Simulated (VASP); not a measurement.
TePb, 2 atoms in the cell. Symmetry: Fm-3m, No. 225, cubic system. The conventional cell has a = 6.462 Å, b = 6.462 Å, c = 6.462 Å, α = 90.00°, β = 90.00°, γ = 90.00°. Pb (site symmetry m-3m) has 6 Te at 3.23 Å within 4.3 Å. Te (site symmetry m-3m) has 6 Pb at 3.23 Å within 4.3 Å. 

- Program: VASP 6.6.1
- Task: single point
- Functional: PBE
- Potentials or basis: VASP PAW PBE potentials, release 64 (Pb_d, Te)
- Cutoff: 500 eV
- k mesh: 5 × 5 × 5
- Occupations: fermi-dirac, width 0.02 eV
- Spin: no spin polarisation
- Dipole correction: no
- Further INCAR settings: ALGO = Normal; EDIFF = 1e-06; NBANDS = 17

Potentials or basis: VASP PAW PBE potentials, release 64 (Pb_d, Te).

Run with:

```console
$ cat potpaw_PBE.64/Pb_d/POTCAR potpaw_PBE.64/Te/POTCAR > POTCAR
$ mpirun -np 1 vasp_std > vasp.out
```

Hardware: 1 thread of AMD EPYC 7R43 64-Core Processor (Zen 3), on a shared host.

Q: Estimate the wall time of this run.

A: It took 16 s on 1 thread of AMD EPYC 7R43 64-Core Processor (Zen 3), on a shared host, peak memory 0.17 GiB. Counts: scf iterations 12, k points 10.
